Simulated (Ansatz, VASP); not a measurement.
## Pd in VASP and in Ansatz

```
Pd
1.0
     2.75382    0.00000    0.00000
    -1.37691    2.38488    0.00000
     0.00000    0.00000    9.10720
Pd
4
Direct
  0.00000 0.00000 0.00000
  0.00000 0.00000 0.50000
  0.33333 0.66667 0.25000
  0.66667 0.33333 0.75000
```

Alike in both runs: functional r2SCAN; k mesh 18 × 18 × 6; occupations gaussian, width 0.1 eV; no spin polarisation.

Ansatz relaxed the structure, and its values are those at the end. VASP's run is a single point on that final structure, the one shown.

|  | VASP | Ansatz |
| --- | --- | --- |
| version | VASP 6.6.1 | Ansatz 0.2.0 |
| potentials or method | VASP PAW PBE potentials, release 64 (Pd), cutoff 520 eV | scalar-relativistic, plane waves, PAW |
| valence electrons in the cell | 40 | 72 |

|  | VASP | Ansatz | Ansatz less VASP |
| --- | --- | --- | --- |
| gap on the k mesh at the Fermi level (eV) | none | none | - |
| pressure (GPa) | 0.7 | 0.0 | -0.68 |

VASP's potentials were made for PBE, not for r2SCAN. A gap of «none» marks a metal or a gap that the smearing closes. VASP's potentials hold 40 valence electrons a cell and Ansatz's 72, so a difference there can come from the potentials and not from the codes.
